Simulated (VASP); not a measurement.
# Re (P6_3/mmc) in VASP: a series of runs, part 3 of 4

VASP 6.6.1. Earlier steps stand in the parts before.

### Step 4. Electric field gradients, PBE

This run uses another cell than the first one, of 14.96 Å³/atom.

The input, INCAR:

```
SYSTEM = Re
PREC = Accurate ; ENCUT = 520
EDIFF = 1E-8 ; ISMEAR = -1
SIGMA = 0.08 ; LREAL = .False.
LASPH = .True. ; NELM = 100
ALGO = Normal ; ISIF = 2
LWAVE = .False. ; LCHARG = .False.
GGA = PE ; LEFG = .True.
NBANDS = 14
```

The input, KPOINTS:

```
Automatic mesh
0
Gamma
  14 14 8
  0 0 0
```

The input, POSCAR:

```
Re
1.0
    2.7747730912      0.0000000000      0.0000000000
   -1.3873865456      2.4030239867      0.0000000000
    0.0000000000      0.0000000000      4.4858794431
Re
2
Direct
    0.3333333333      0.6666666667      0.2500000000
    0.6666666667      0.3333333333      0.7500000000
```

Potentials or basis: VASP PAW PBE potentials, release 64 (Re).

Launch:

```bash
> cat potpaw_PBE.64/Re/POTCAR > POTCAR
> mpirun -np 1 vasp_std > vasp.out
```

OUTCAR:

```text
SYSTEM = Re
   PREC = Accurate
   ENCUT = 520
   EDIFF = 1E-8
   ISMEAR = -1
   LREAL = .False.
   LASPH = .True.
   NELM = 100
   ISIF = 2
   GGA = PE

 ion  position               nearest neighbor table
   1  0.333  0.667  0.250-   2 2.76   2 2.76   2 2.76   2 2.76   2 2.76   2 2.76
   2  0.667  0.333  0.750-   1 2.76   1 2.76   1 2.76   1 2.76   1 2.76   1 2.76

  LATTYP: Found a hexagonal cell.
 ALAT       =     2.7747730912
 C/A-ratio  =     1.6166653257

  Lattice vectors:

 A1 = (   2.7747730912,   0.0000000000,   0.0000000000)
 A2 = (  -1.3873865456,   2.4030239867,   0.0000000000)
 A3 = (   0.0000000000,   0.0000000000,   4.4858794431)

Analysis of symmetry for initial positions (statically):
=====================================================================
 Subroutine PRICEL returns:
 Original cell was already a primitive cell.

 Routine SETGRP: Setting up the symmetry group for a
 hexagonal supercell.

 Subroutine GETGRP returns: Found 24 space group operations
 (whereof 12 operations were pure point group operations)
 out of a pool of 24 trial point group operations.

The static configuration has the point symmetry D_3d.
 The point group associated with its full space group is D_6h.

Analysis of symmetry for dynamics (positions and initial velocities):
=====================================================================
 Subroutine PRICEL returns:
 Original cell was already a primitive cell.

 Routine SETGRP: Setting up the symmetry group for a
 hexagonal supercell.

 Subroutine GETGRP returns: Found 24 space group operations
 (whereof 12 operations were pure point group operations)
 out of a pool of 24 trial point group operations.

The dynamic configuration has the point symmetry D_3d.
 The point group associated with its full space group is D_6h.

 Subroutine INISYM returns: Found 24 space group operations
 (whereof 12 operations are pure point group operations),
 and found     1 'primitive' translations

----------------------------------------------------------------------------------------

                                     Primitive cell

  volume of cell :      29.9112

  direct lattice vectors                    reciprocal lattice vectors
     2.774773091  0.000000000  0.000000000     0.360389829  0.208071165  0.000000000
    -1.387386546  2.403023987  0.000000000     0.000000000  0.416142330  0.000000000
     0.000000000  0.000000000  4.485879443     0.000000000  0.000000000  0.222921729

  length of vectors
     2.774773091  2.774773091  4.485879443     0.416142330  0.416142330  0.222921729

  position of ions in fractional coordinates (direct lattice)
     0.333333333  0.666666667  0.250000000
     0.666666667  0.333333333  0.750000000

  ion indices of the primitive-cell ions
   primitive index   ion index
                 1           1
                 2           2

----------------------------------------------------------------------------------------

 KPOINTS: Automatic mesh

Automatic generation of k-mesh.
[... 79 lines left out ...]
   EMIN   =  10.00;   EMAX   =-10.00  energy-range for DOS
   EFERMI =   0.00;   METHOD = LEGACY
   ISMEAR =    -1;   SIGMA  =   0.08  broadening in eV -4-tet -1-fermi 0-gaus
   EFERMI_NEDOS =   21; number of points for ismear=-14 and -15
   IALGO  =     38    algorithm
   IMIX   =      4    mixing-type and parameters
     AMIX     =   0.40;   BMIX     =  1.00
     AMIX_MAG =   1.60;   BMIX_MAG =  1.00
  volume/ion in A,a.u.               =      14.96       100.93
  Fermi-wavevector in a.u.,A,eV,Ry     =   1.271081  2.401994 21.982200  1.615646
  Thomas-Fermi vector in A             =   2.404033
   LORBIT       =      0    0 simple, 1 ext, 2 COOP (PROOUT), +10 PAW based schemes
   GGA     = PE    functional components
   LHFCALC =     F    Hartree Fock is set to
   AEXX    =    0.0000 exact exchange contribution
   IVDW    =     0    specifies the selected vdW correction
   LEPSILON=     F    determine dielectric tensor
   LRPA    =     F    only Hartree local field effects (RPA)
 non-spin polarized calculation
  energy-cutoff  :      520.00
  volume of cell :       29.91
 maximum number of plane-waves:       823
 NGX is ok and might be reduce to    24
   NGX = 11   NGY = 11   NGZ = 17

 number of electron      14.0000000 magnetization

 Free energy of the ion-electron system (eV)
  ---------------------------------------------------
  ext. energy  EPLUGINS =         0.00000000
  ---------------------------------------------------
  free energy    TOTEN  =       -24.87083954 eV

  energy without entropy =      -24.83727832  energy(sigma->0) =      -24.85405893

 E-fermi :   7.6698     XC(G=0): -13.6413

 val. band max:        7.6579174065   @ k =   0.2143   0.1429   0.5000
 cond. band min:       7.6841128312   @ k =   0.1429   0.1429   0.0000
 fundamental gap:      0.0261954247
 Fermi energy:         7.6698450360

 k-point     1 :       0.0000    0.0000    0.0000
  band No.  band energies     occupation
      1      -2.0683      2.00000
      2       1.1793      2.00000
      3       6.1323      2.00000
      4       6.1489      2.00000
      5       6.1489      2.00000
      6       6.9602      1.99972
      7       6.9602      1.99972
      8       7.8800      0.13480
      9       7.8800      0.13480
     10       8.2580      0.00128
     11      10.9721      0.00000
     12      10.9721      0.00000
     13      17.4715      0.00000
     14      21.8175      0.00000
[... 377 lines left out ...]
      1       2.6061      2.00000
      2       3.5251      2.00000
      3       3.6760      2.00000
      4       4.4592      2.00000
      5       5.4904      2.00000
      6       5.7555      2.00000
      7       7.5874      1.47422
      8      10.4306      0.00000
      9      10.9214      0.00000
     10      11.1174      0.00000
     11      14.1957      0.00000
     12      14.2767      0.00000
     13      16.0219      0.00000
     14      21.6013      0.00000

 [... further k-points ...]
[... 5 lines left out ...]
  --------------------------------------------------------------------------------------
  -------------------------------------------------------------------------------------
  Total       -0.0877922     -0.0877922     -0.1224447      0.0000000      0.0000000      0.0000000
  in kB       -4.7025469     -4.7025469     -6.5586952      0.0000000      0.0000000      0.0000000
  external PRESSURE =      -5.3212630 kB  Pullay stress =       0.0000000 kB

 VOLUME and BASIS-vectors are now :
 -----------------------------------------------------------------------------
  energy-cutoff  :      520.00
  volume of cell :       29.91
      direct lattice vectors                 reciprocal lattice vectors
     2.774773091  0.000000000  0.000000000     0.360389829  0.208071165  0.000000000
    -1.387386546  2.403023987  0.000000000     0.000000000  0.416142330  0.000000000
     0.000000000  0.000000000  4.485879443     0.000000000  0.000000000  0.222921729

 POSITION                                       TOTAL-FORCE (eV/Angst)
 -----------------------------------------------------------------------------------
     -0.00000      1.60202      1.12147        -0.000000      0.000000      0.000000
      1.38739      0.80101      3.36441         0.000000     -0.000000      0.000000
 -----------------------------------------------------------------------------------
    total drift:                               -0.000000      0.000000     -0.000000

  FREE ENERGIE OF THE ION-ELECTRON SYSTEM (eV)
  ---------------------------------------------------
  free  energy   TOTEN  =       -24.8708395353 eV

  energy  without entropy=      -24.8372783187  energy(sigma->0) =      -24.85405893

 Electric field gradients (V/A^2)
---------------------------------------------------------------------
 ion       V_xx      V_yy      V_zz      V_xy      V_xz      V_yz
---------------------------------------------------------------------
   1      34.627    34.627   -69.255    -0.000     0.000    -0.000
   2      34.627    34.627   -69.255    -0.000    -0.000     0.000
---------------------------------------------------------------------

 Electric field gradients after diagonalization (V/A^2)
 (convention: |V_zz| > |V_xx| > |V_yy|)
----------------------------------------------------------------------
 ion       V_xx      V_yy      V_zz     asymmetry (V_yy - V_xx)/ V_zz
----------------------------------------------------------------------
   1      34.627    34.627   -69.255       0.000
   2      34.627    34.627   -69.255       0.000
----------------------------------------------------------------------

           NMR quadrupolar parameters

 Cq : quadrupolar parameter    Cq=e*Q*V_zz/h
 eta: asymmetry parameters     (V_yy - V_xx)/ V_zz
 Q  : nuclear electric quadrupole moment in mb (millibarn)
----------------------------------------------------------------------
 ion       Cq(MHz)       eta       Q (mb)
----------------------------------------------------------------------
   1      -0.167       0.000       1.000
   2      -0.167       0.000       1.000
----------------------------------------------------------------------
```

OSZICAR:

```text
N       E                     dE             d eps       ncg     rms          rms(c)
DAV:   1     0.198574176078E+02    0.19857E+02   -0.67987E+03  6704   0.124E+03
DAV:   2    -0.252118702906E+02   -0.45069E+02   -0.39842E+02  5464   0.275E+02
DAV:   3    -0.262858793500E+02   -0.10740E+01   -0.10293E+01  5192   0.451E+01
DAV:   4    -0.262966377162E+02   -0.10758E-01   -0.10745E-01  5180   0.317E+00
DAV:   5    -0.262968390599E+02   -0.20134E-03   -0.20131E-03  5134   0.742E-01    0.414E+01
DAV:   6    -0.252382841054E+02    0.10586E+01   -0.83522E-01  5822   0.257E+01    0.165E+01
DAV:   7    -0.248854454049E+02    0.35284E+00   -0.55810E-01  5872   0.204E+01    0.717E-01
DAV:   8    -0.248714617986E+02    0.13984E-01   -0.97731E-03  6230   0.129E+00    0.252E-01
DAV:   9    -0.248708220148E+02    0.63978E-03   -0.38844E-04  6236   0.217E-01    0.428E-02
DAV:  10    -0.248708383715E+02   -0.16357E-04   -0.36744E-05  5352   0.419E-02    0.123E-02
DAV:  11    -0.248708404164E+02   -0.20448E-05   -0.10546E-06  6260   0.257E-02    0.200E-03
DAV:  12    -0.248708395303E+02    0.88608E-06   -0.89436E-08  5430   0.768E-03    0.593E-04
DAV:  13    -0.248708395353E+02   -0.50272E-08   -0.13147E-09  2838   0.181E-03
   1 F= -.24870840E+02 E0= -.24854059E+02  d E =-.335612E-01
```

It took 20 s on 1 thread of Intel Xeon 6975P-C (Granite Rapids), shared host; peak memory 0.18 GiB.

What came out:

| Quantity | Value |
| --- | --- |
| Free energy | -24.8708 eV |
| Pressure | -0.5 GPa |
| Band gap on the k mesh | zero (bands 7 and 8 overlap by 3.19 eV) |
| Largest electric field gradient by atom | Re -69.3 V/Å² |

Electric field gradients, principal values (V/Å²):
| atom | least | middle | greatest (by size) |
| --- | --- | --- | --- |
| 1 Re | 34.627 | 34.627 | -69.255 |
| 2 Re | 34.627 | 34.627 | -69.255 |

Caveat: without QUAD_EFG the Cq values of the log hold for a quadrupole moment of 1 mb, not for the nuclei; spin-orbit coupling is left out, which moves the levels of the heavy elements.

(Part 3 of 4 ends here.)

The gap in the log of VASP goes by the Fermi energy; the results here count the filled bands.